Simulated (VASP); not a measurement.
A run of VASP 6.6.1 is set up as follows.

The input INCAR:

```
PREC = Accurate
ENCUT = 500
EDIFF = 1E-6
ISMEAR = 0
SIGMA = 0.1
LREAL = F
LASPH = T
NELM = 200
ALGO = Normal
ISIF = 2
LWAVE = F
LCHARG = T
GGA = PE
LELF = T
LVHAR = T
NBANDS = 38
GGA_COMPAT = F
LMAXMIX = 6
```

KPOINTS

```
Automatic mesh
0
Gamma
  6 6 6
```

Contents of POSCAR:

```
SmTa3Cl2
1.0
    4.8202579449      0.0000000000      0.0000000000
   -2.4101289725      4.1744658331      0.0000000000
    0.0000000000      0.0000000000      6.1352655836
Sm Ta Cl
1 3 2
Direct
    0.6666666667      0.3333333333      0.9778538001
    0.0000000000      0.0000000000      0.5604484738
    0.3333333333      0.6666666667      0.4553970647
    0.6666666667      0.3333333333      0.4912868008
    0.0000000000      0.0000000000      0.9538009107
    0.3333333333      0.6666666667      0.0612129499
```

Potentials or basis: VASP PAW PBE potentials, release 64 (Sm_3, Ta_pv, Cl), 4f in core.

Launch:

```bash
$ cat potpaw_PBE.64/Sm_3/POTCAR potpaw_PBE.64/Ta_pv/POTCAR potpaw_PBE.64/Cl/POTCAR > POTCAR
$ mpirun -np 1 vasp_std > vasp.out
```

What does it give for the largest force?

0.018 eV/Å.

What does it give for the pressure?

6.7 GPa.

What does it give for the band gap on the k mesh?

Zero (bands 29 and 30 overlap by 1.04 eV).

Forces on the atoms (eV/Å):
```
Sm   0.000  0.000  0.011
Ta   0.000  0.000 -0.018
Ta   0.000  0.000  0.007
Ta   0.000  0.000  0.000
Cl   0.000  0.000  0.012
Cl   0.000  0.000 -0.011
```

Caveat: the cell stands under pressure; spin-orbit coupling is left out, which moves the levels of the heavy elements; the 4f electrons are frozen in the core, so they carry no moment and show no levels; the run has no spin polarisation, though such a crystal can be magnetic. Spin polarisation is off, so any magnetic state and its effect on volume and gap are missing.
